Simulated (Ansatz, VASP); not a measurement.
# Two plane-wave programs on Si2Mo

```
Si Mo
1.0
    -1.60123    1.60123    3.90968
     1.60123   -1.60123    3.90968
     1.60123    1.60123   -3.90968
Si Mo
2 1
Direct
  0.33529 0.33529 0.00000
  0.66471 0.66471 0.00000
  0.00000 0.00000 0.00000
```

Alike in both runs: functional r2SCAN; k mesh 13 × 13 × 13; occupations fermi-dirac, width 0.1 eV; no spin polarisation.

Ansatz relaxed the structure, and its values are those at the end. VASP's run is a single point on that final structure, the one shown.

|  | VASP | Ansatz |
| --- | --- | --- |
| version | VASP 6.6.1 | Ansatz 0.2.0 |
| potentials or method | VASP PAW PBE potentials, release 64 (Si, Mo_sv), cutoff 520 eV | PAW plane waves |
| valence electrons in the cell | 22 | 22 |

Ansatz gave:

| Quantity | Value |
| --- | --- |
| pressure (GPa) | 0.0 |
| rms of the force components (eV/Å) | 0.001 |

**Question.** What did VASP give for the same quantities?

**Answer.** Pressure (GPa): 0.3; rms of the force components (eV/Å): 0.004.

VASP's potentials were made for PBE, not for r2SCAN. With one functional, cell and mesh, what is left measures potentials, basis and numerics. Ansatz's warnings: stress scf threshold loose.
